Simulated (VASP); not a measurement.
A run of VASP 6.6.1:

INCAR

```
SYSTEM = ZnIr
PREC = Accurate
ENCUT = 520
EDIFF = 1E-7
ISMEAR = 0
SIGMA = 0.1
LREAL = .FALSE.
LASPH = .TRUE.
NELM = 80
ALGO = Normal
ISIF = 2
LWAVE = .FALSE.
LCHARG = .TRUE.
GGA = PS
LELF = .TRUE.
LVHAR = .TRUE.
NBANDS = 18
```

The input KPOINTS:

```
regular mesh
0
G
  18 18 10
  0 0 0
```

POSCAR

```
ZnIr
1.0
    2.7853230667      0.0000000000      0.0000000000
   -1.3926615334      2.4121605335      0.0000000000
    0.0000000000      0.0000000000      4.1284721922
Zn Ir
1 1
Direct
    0.6666666667      0.3333333333      0.5000000000
    0.0000000000      0.0000000000      0.0000000000
```

Potentials or basis: VASP PAW PBE potentials, release 64 (Zn, Ir).

The run is started by

```bash
$ cat potpaw_PBE.64/Zn/POTCAR potpaw_PBE.64/Ir/POTCAR > POTCAR
$ mpirun -np 1 vasp_std > vasp.out
```

Hardware: 1 thread of AMD EPYC 7R13, with other jobs on the host.

Problem. How long does it take, and how much memory?

Solution. Wall time 2.2 min on 1 thread of AMD EPYC 7R13 (shared host), peak memory 0.22 GiB. Counts: scf iterations 14, k points 222.
